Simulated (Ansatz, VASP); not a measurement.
## Two plane-wave programs on AlN

File INCAR:

```
  PREC = Accurate
  ENCUT = 600
  EDIFF = 1E-6
  ISMEAR = -1
  SIGMA = 0.02
  LREAL = False
  LASPH = True
  NELM = 120
  ALGO = Normal
  ISIF = 2
  LWAVE = False
  LCHARG = False
  GGA = PE
  NBANDS = 16
  GGA_COMPAT = False
```

Contents of KPOINTS:

```
Automatic mesh
0
Gamma
  12 12 6
```

File POSCAR:

```
AlN
1.0
    3.0134929461      0.0000000000      0.0000000000
   -1.5067464730      2.6097614454      0.0000000000
    0.0000000000      0.0000000000      5.0552598016
Al N
2 2
Direct
    0.3333333333      0.6666666667      0.0007001085
    0.6666666667      0.3333333333      0.5007001085
    0.3333333333      0.6666666667      0.3742998915
    0.6666666667      0.3333333333      0.8742998915
```

Input for Ansatz:

```yaml
crystal:
  lattice:
    - [3.0134929461, 0.0, 0.0]
    - [-1.506746473, 2.6097614454, 0.0]
    - [0.0, 0.0, 5.0552598016]
  atoms:
    - { symbol: Al, position: [0.3333333333, 0.6666666667, 0.0007001085] }
    - { symbol: Al, position: [0.6666666667, 0.3333333333, 0.5007001085] }
    - { symbol: "N", position: [0.3333333333, 0.6666666667, 0.3742998915] }
    - { symbol: "N", position: [0.6666666667, 0.3333333333, 0.8742998915] }
kpoints:
  mp_grid: { grid: [12, 12, 6] }
  band_path:
    path:
      - [0.0, 0.0, 0.0]
      - [0.5, 0.0, 0.0]
      - [0.3333333333, 0.3333333333, 0.0]
      - [0.0, 0.0, 0.5]
      - [0.5, 0.0, 0.5]
      - [0.3333333333, 0.3333333333, 0.5]
      - [-0.002604, 0.0, 0.0]
    npoints: 1
hamiltonian:
  xc: pbe
scf:
  occupations: { method: fermi_dirac, width: 0.02 }
  n_extra_bands: 5
output:
  forces: true
  stress: true
  eigenvalues: true
```

Change from the starting cell: epitaxial_xy strain -3.0%.

Alike in both runs: task single point; functional PBE; k mesh 12 × 12 × 6; occupations fermi-dirac, width 0.02 eV; no spin polarisation.

```csv
,VASP,Ansatz
version,VASP 6.6.1,Ansatz 0.2.0
potentials or method,"VASP PAW PBE potentials, release 64 (Al, N)","plane waves, PAW"
plane-wave cutoff (eV),600,420
valence electrons in the cell,16,16
```

|  | VASP | Ansatz | Ansatz less VASP |
| --- | --- | --- | --- |
| gap on the k mesh at the Fermi level (eV) | 4.63 | 4.62 | -0.013 |
| pressure (GPa) | 15.3 | 15.7 | +0.34 |
| traceless stress, the component that is largest in VASP (GPa) | -10.60 | -10.53 | +0.070 |
| rms of the force components (eV/Å) | 0.019 | 0.018 | -0.0012 |

Atom by atom the forces differ by 0.001 eV/Å (rms over components).
